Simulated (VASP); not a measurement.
# BiP (P4/nmm) in VASP: relaxation of cell and atoms with PBE+D3(BJ)

Aim: the relaxation of cell and atoms of BiP with PBE+D3(BJ).

Everything below comes from runs of VASP 6.6.1. Logs are shortened: lines on timing, memory, paths and dates and some standing lists are left out, and cuts for length are marked.

## 1. The cell of the first run

It takes space group P4/nmm (No. 129, tetragonal). The conventional cell has a = 5.026 Å, b = 5.026 Å, c = 3.815 Å, α = 90.00°, β = 90.00°, γ = 90.00°. Within 3.8 Å of Bi (site symmetry -4m2) lie 8 P at 2.85 to 3.53 Å and 4 Bi at 3.55 Å. P (site symmetry 4mm) has 8 Bi at 2.85 to 3.53 Å and 4 P at 3.73 Å within 3.8 Å.

## 2. Relaxation of cell and atoms, PBE+D3(BJ)

File INCAR:

```
SYSTEM = BiP
PREC = Accurate
ENCUT = 600
EDIFF = 1E-6
ISMEAR = 0
SIGMA = 0.1
LREAL = .FALSE.
LASPH = .TRUE.
NELM = 100
ALGO = Normal
ISIF = 3
LWAVE = .FALSE.
LCHARG = .FALSE.
GGA = PE
IVDW = 12
IBRION = 2
NSW = 100
EDIFFG = -0.01
```

File KPOINTS:

```
Automatic mesh
0
G
  10 10 12
  0 0 0
```

File POSCAR:

```
BiP
1.0
    5.0259055805      0.0000000000      0.0000000000
    0.0000000000      5.0259055805      0.0000000000
    0.0000000000      0.0000000000      3.8152622984
Bi P
2 2
Direct
    0.0000000000      0.0000000000      0.0000000000
    0.5000000000      0.5000000000      0.0000000000
    0.0000000000      0.5000000000      0.3517272609
    0.5000000000      0.0000000000      0.6482727391
```

Potentials or basis: VASP PAW PBE potentials, release 64 (Bi_d, P).

The run is started by

```
cat potpaw_PBE.64/Bi_d/POTCAR potpaw_PBE.64/P/POTCAR > POTCAR
mpirun -np 1 vasp_std > vasp.out
```

OUTCAR:

```text
SYSTEM = BiP
   PREC = Accurate
   ENCUT = 600
   EDIFF = 1E-6
   ISMEAR = 0
   LREAL = .FALSE.
   LASPH = .TRUE.
   NELM = 100
   ISIF = 3
   GGA = PE
   IVDW = 12
   IBRION = 2
   NSW = 100
   EDIFFG = -0.01
 IVDW          = 12

 ion  position               nearest neighbor table
   1  0.000  0.000  0.000-   3 2.85   4 2.85   3 2.85   4 2.85   2 3.55   2 3.55   2 3.55   2 3.55

   2  0.500  0.500  0.000-   3 2.85   4 2.85   4 2.85   3 2.85   1 3.55   1 3.55   1 3.55   1 3.55

   3  0.000  0.500  0.352-   1 2.85   2 2.85   1 2.85   2 2.85
   4  0.500  0.000  0.648-   1 2.85   2 2.85   2 2.85   1 2.85

  LATTYP: Found a simple tetragonal cell.
 ALAT       =     5.0259055805
 C/A-ratio  =     0.7591193741

  Lattice vectors:

 A1 = (   5.0259055805,   0.0000000000,   0.0000000000)
 A2 = (   0.0000000000,   5.0259055805,   0.0000000000)
 A3 = (   0.0000000000,   0.0000000000,   3.8152622984)

Analysis of symmetry for initial positions (statically):
=====================================================================
 Subroutine PRICEL returns:
 Original cell was already a primitive cell.

 Routine SETGRP: Setting up the symmetry group for a
 simple tetragonal supercell.

 Subroutine GETGRP returns: Found 16 space group operations
 (whereof  8 operations were pure point group operations)
 out of a pool of 16 trial point group operations.

The static configuration has the point symmetry D_2d.
 The point group associated with its full space group is D_4h.

Analysis of symmetry for dynamics (positions and initial velocities):
=====================================================================
 Subroutine PRICEL returns:
 Original cell was already a primitive cell.

 Routine SETGRP: Setting up the symmetry group for a
 simple tetragonal supercell.

 Subroutine GETGRP returns: Found 16 space group operations
 (whereof  8 operations were pure point group operations)
 out of a pool of 16 trial point group operations.

The dynamic configuration has the point symmetry D_2d.
 The point group associated with its full space group is D_4h.

 Subroutine INISYM returns: Found 16 space group operations
 (whereof  8 operations are pure point group operations),
 and found     1 'primitive' translations

----------------------------------------------------------------------------------------

                                     Primitive cell

  volume of cell :      96.3725

  direct lattice vectors                    reciprocal lattice vectors
     5.025905580  0.000000000  0.000000000     0.198969118  0.000000000  0.000000000
     0.000000000  5.025905580  0.000000000     0.000000000  0.198969118  0.000000000
     0.000000000  0.000000000  3.815262298     0.000000000  0.000000000  0.262105177

  length of vectors
     5.025905580  5.025905580  3.815262298     0.198969118  0.198969118  0.262105177

  position of ions in fractional coordinates (direct lattice)
     0.000000000  0.000000000  0.000000000
     0.500000000  0.500000000  0.000000000
     0.000000000  0.500000000  0.351727261
     0.500000000  0.000000000  0.648272739

  ion indices of the primitive-cell ions
   primitive index   ion index
                 1           1
                 2           2
                 3           3
                 4           4

----------------------------------------------------------------------------------------

 KPOINTS: Automatic mesh

Automatic generation of k-mesh.
 Grid dimensions read from file:
 generate k-points for:   10   10   12

 Generating k-lattice:

  Cartesian coordinates                     Fractional coordinates (reciprocal lattice)
     0.019896912  0.000000000  0.000000000     0.100000000  0.000000000  0.000000000
     0.000000000  0.019896912  0.000000000     0.000000000  0.100000000  0.000000000
     0.000000000  0.000000000  0.021842098     0.000000000  0.000000000  0.083333333

  Length of vectors
     0.019896912  0.019896912  0.021842098

  Shift w.r.t. Gamma in fractional coordinates (k-lattice)
     0.000000000  0.000000000  0.000000000

 Subroutine IBZKPT returns following result:
 ===========================================

 Found    147 irreducible k-points:

 Following reciprocal coordinates:
            Coordinates               Weight
  0.000000  0.000000  0.000000      1.000000
  0.100000  0.000000  0.000000      4.000000
  0.200000  0.000000  0.000000      4.000000
  0.300000  0.000000  0.000000      4.000000
  0.400000  0.000000  0.000000      4.000000
  0.500000  0.000000  0.000000      2.000000
[... 16 lines left out ...]
  0.100000  0.000000  0.083333      8.000000
  0.200000  0.000000  0.083333      8.000000
 [... further k-points ...]
   k-points           NKPTS =    147   k-points in BZ     NKDIM =    147   number of bands    NBANDS=     24
   number of dos      NEDOS =    301   number of ions     NIONS =      4
   total plane-waves  NPLWV =  48000
   dimension x,y,z NGX =    40 NGY =   40 NGZ =   30
   dimension x,y,z NGXF=    80 NGYF=   80 NGZF=   60
   ions per type =               2   2
   NGX,Y,Z   is equivalent  to a cutoff of  13.23, 13.23, 13.07 a.u.
   NGXF,Y,Z  is equivalent  to a cutoff of  26.46, 26.46, 26.14 a.u.
 SYSTEM =  BiP
   PREC   = accura    normal or accurate (medium, high low for compatibility)
   ISTART =      0    job   : 0-new  1-cont  2-samecut
   ICHARG =      2    charge: 1-file 2-atom 10-const
   ISPIN  =      1    spin polarized calculation?
   LNONCOLLINEAR =      F non collinear calculations
   LSORBIT =      F    spin-orbit coupling
   LASPH  =      T    aspherical Exc in radial PAW
   ENCUT  =  600.0 eV  44.10 Ry    6.64 a.u.  10.04 10.04  7.62*2*pi/ulx,y,z
   NELM   =    100;   NELMIN=  2; NELMDL= -5     # of ELM steps
   EDIFF  = 0.1E-05   stopping-criterion for ELM
   LREAL  =      F    real-space projection
   EDIFFG = -.1E-01   stopping-criterion for IOM
   NSW    =    100    number of steps for IOM
   IBRION =      2    ionic relax: 0-MD 1-quasi-New 2-CG
   NFREE  =      1    steps in history (QN), initial steepest desc. (CG)
   ISIF   =      3    stress and relaxation
   ISYM   =      2    0-nonsym 1-usesym 2-fastsym
   POTIM  = 0.5000    time-step for ionic-motion
   TEBEG  =    0.0;   TEEND  =   0.0 temperature during run
   PSTRESS=    0.0 pullay stress
   NELECT =      40.0000    total number of electrons
   NUPDOWN=      -1.0000    fix difference up-down
   EMIN   =  10.00;   EMAX   =-10.00  energy-range for DOS
   EFERMI =   0.00;   METHOD = LEGACY
   ISMEAR =     0;   SIGMA  =   0.10  broadening in eV -4-tet -1-fermi 0-gaus
   EFERMI_NEDOS =   21; number of points for ismear=-14 and -15
   IALGO  =     38    algorithm
   IMIX   =      4    mixing-type and parameters
     AMIX     =   0.40;   BMIX     =  1.00
     AMIX_MAG =   1.60;   BMIX_MAG =  1.00
  volume/ion in A,a.u.               =      24.09       162.59
  Fermi-wavevector in a.u.,A,eV,Ry     =   1.221173  2.307682 20.289867  1.491263
  Thomas-Fermi vector in A             =   2.356364
   LORBIT       =      0    0 simple, 1 ext, 2 COOP (PROOUT), +10 PAW based schemes
   GGA     = PE    functional components
   LHFCALC =     F    Hartree Fock is set to
   AEXX    =    0.0000 exact exchange contribution
   IVDW    =    12    specifies the selected vdW correction
   LEPSILON=     F    determine dielectric tensor
   LRPA    =     F    only Hartree local field effects (RPA)
 conjugate gradient relaxation of ions
 non-spin polarized calculation
 Gauss-broadening in eV      SIGMA  =   0.10
  energy-cutoff  :      600.00
  volume of cell :       96.37
 maximum number of plane-waves:      3252
   NGX = 21   NGY = 21   NGZ = 15

--------------------------------------- Ionic step        1  -------------------------------------------

 number of electron      40.0000016 magnetization

 Free energy of the ion-electron system (eV)
  ---------------------------------------------------
  ext. energy  EPLUGINS =         0.00000000
  ---------------------------------------------------
  free energy    TOTEN  =       -17.09246136 eV

  energy without entropy =      -17.08381190  energy(sigma->0) =      -17.08813663

------------------------ aborting loop because EDIFF is reached ----------------------------------------

 Edisp (eV)   -1.84000

 E8    (eV) :    -0.8259

  FORCE on cell =-STRESS in cart. coord.  units (eV):
  Direction    XX          YY          ZZ          XY          YZ          ZX
  --------------------------------------------------------------------------------------
  -------------------------------------------------------------------------------------
  Total       0.32321     0.32321    -1.12474     0.00000    -0.00000     0.00000
  in kB       5.37326     5.37326   -18.69859     0.00000    -0.00000     0.00000
  external pressure =       -2.65 kB  Pullay stress =        0.00 kB
[... 103 lines left out ...]
  FREE ENERGIE OF THE ION-ELECTRON SYSTEM (eV)
  ---------------------------------------------------
  free  energy   TOTEN  =       -18.9562265021 eV

  energy  without entropy=      -18.9493494184  energy(sigma->0) =      -18.95278796

[... ionic steps 4 to 9 ...]

--------------------------------------- Ionic step       10  -------------------------------------------

 number of electron      40.0000006 magnetization

------------------------ aborting loop because EDIFF is reached ----------------------------------------

 Edisp (eV)   -1.89586

 E8    (eV) :    -0.8505
[... 73 lines left out ...]
  energy  without entropy=      -18.9549414102  energy(sigma->0) =      -18.95843804

--------------------------------------- Ionic step       12  -------------------------------------------

 number of electron      40.0000006 magnetization

 Free energy of the ion-electron system (eV)
  ---------------------------------------------------
  ext. energy  EPLUGINS =         0.00000000
  ---------------------------------------------------
  free energy    TOTEN  =       -17.07208281 eV

  energy without entropy =      -17.06509207  energy(sigma->0) =      -17.06858744

 E-fermi :   8.0595     XC(G=0): -10.5256

 val. band max:        8.0460331841   @ k =   0.4000   0.4000   0.0833
 cond. band min:       8.0724139948   @ k =   0.3000   0.2000   0.4167
 fundamental gap:      0.0263808106
 Fermi energy:         8.0594913736

 k-point     1 :       0.0000    0.0000    0.0000
  band No.  band energies     occupation
      1     -15.2301      2.00000
      2     -15.2113      2.00000
      3     -15.1948      2.00000
      4     -15.1453      2.00000
      5     -15.1329      2.00000
      6     -15.1329      2.00000
[... 637 lines left out ...]
     23      11.5414      0.00000
     24      11.8405      0.00000

 [... further k-points ...]

------------------------ aborting loop because EDIFF is reached ----------------------------------------

 Edisp (eV)   -1.88987

 E8    (eV) :    -0.8479

  FORCE on cell =-STRESS in cart. coord.  units (eV):
  Direction    XX          YY          ZZ          XY          YZ          ZX
  --------------------------------------------------------------------------------------
  -------------------------------------------------------------------------------------
  Total      -0.01550    -0.01550     0.02168     0.00000     0.00000     0.00000
  in kB      -0.26453    -0.26453     0.37002     0.00000     0.00000     0.00000
  external pressure =       -0.05 kB  Pullay stress =        0.00 kB
[... 19 lines left out ...]
  FREE ENERGIE OF THE ION-ELECTRON SYSTEM (eV)
  ---------------------------------------------------
  free  energy   TOTEN  =       -18.9619546666 eV

  energy  without entropy=      -18.9549639254  energy(sigma->0) =      -18.95845930

 reached required accuracy - stopping structural energy minimisation
```

It took 23 min on 1 thread of Intel Xeon Platinum 8259CL at 2.50GHz (Skylake/Cascade Lake), shared host; peak memory 0.49 GiB.

Results:

```
Free energy                            : -18.9620 eV
Relaxed volume                         : 23.46 Å³/atom
Relaxed cell                           : a = 5.055 Å, b = 5.055 Å, c = 3.673 Å, α = 90.00°, β = 90.00°, γ = 90.00°
Space group after relaxing (to 0.05 Å) : P4/nmm (No. 129)
Energy gained by relaxing              : 7.4 meV/atom
Ionic steps                            : 12
Pressure after relaxing                : 0.0 GPa
Band gap on the k mesh                 : zero (band 20 reaches 8.82 eV, above the bottom of band 21 at 6.80 eV)
Dispersion energy per atom             : -0.472 eV
```

The path:
```
step  energy change (eV)  largest force (eV/Å)  pressure (GPa)  volume (Å³)
   1              0.0000                0.0877           -0.27        96.37
   2             -0.0152                0.0967           -0.29        95.81
   3             -0.0238                0.1095           -0.21        95.00
   4             -0.0238                0.1101           -0.19        94.97
   5             -0.0255                0.1099            0.14        94.40
   6             -0.0260                0.1097            0.53        93.74
   7             -0.0267                0.0977            0.48        93.72
   8             -0.0282                0.0636            0.39        93.66
   9             -0.0293                0.0036            0.16        93.55
  10             -0.0293                0.0028            0.20        93.56
  11             -0.0295                0.0002            0.07        93.76
  12             -0.0295                0.0020           -0.01        93.86
```

Final structure:
```
CELL_PARAMETERS angstrom
5.05489 0.00000 0.00000
0.00000 5.05489 0.00000
0.00000 0.00000 3.67326
ATOMIC_POSITIONS crystal
Bi 0.00000 0.00000 0.00000
Bi 0.50000 0.50000 0.00000
P 0.00000 0.50000 0.36736
P 0.50000 0.00000 0.63264
```

Caveat: spin-orbit coupling is left out, which moves the levels of the heavy elements; pairwise dispersion overbinds metals, which lowers pressure and volume.
